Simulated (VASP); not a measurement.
Set up this calculation in VASP 6.6.1, as the native input.

```yaml
Task: single point
Functional: PBEsol
Potentials_or_basis: VASP PAW PBE potentials, release 64 (Nb_sv)
Cutoff: 520 eV
k_mesh: 20 × 20 × 20
Occupations: gaussian, width 0.15 eV
Spin: no spin polarisation
Dipole_correction: no
Further_INCAR_settings: ALGO = Fast; EDIFF = 1e-06; NBANDS = 12
```

The structure of Nb lies in POSCAR:

```
Nb
1.0
   -1.6389907500      1.6389907500      1.6889092500
    1.6389907500     -1.6389907500      1.6889092500
    1.6389907500      1.6389907500     -1.6889092500
Nb
1
Direct
    0.0000000000      0.0000000000      0.0000000000
```

This cell differs from its parent crystal: strain -0.015 along x and y, +0.015 along z.

The input as run:

INCAR

```
  PREC = Accurate
  ENCUT = 520
  EDIFF = 1E-6
  ISMEAR = 0
  SIGMA = 0.15
  LREAL = False
  LASPH = True
  NELM = 60
  ALGO = Fast
  ISIF = 2
  LWAVE = False
  LCHARG = False
  GGA = PS
  NBANDS = 12
```

KPOINTS

```
Automatic mesh
0
Gamma
  20 20 20
```

Potentials or basis: VASP PAW PBE potentials, release 64 (Nb_sv).

Run with:

```console
$ cat potpaw_PBE.64/Nb_sv/POTCAR > POTCAR
$ mpirun -np 1 vasp_std > vasp.out
```

Results of the run:

```yaml
Pressure: -6.3 GPa
```

Caveat: the cell differs from its parent crystal (strain -0.015 along x and y, +0.015 along z); the PAW data sets were made with another functional, which shifts forces and pressure a little.

Run time: 2.9 min on 1 thread of AMD EPYC 9R45 96-Core Processor (Zen 5), with other jobs on the host, peak memory 0.22 GiB.
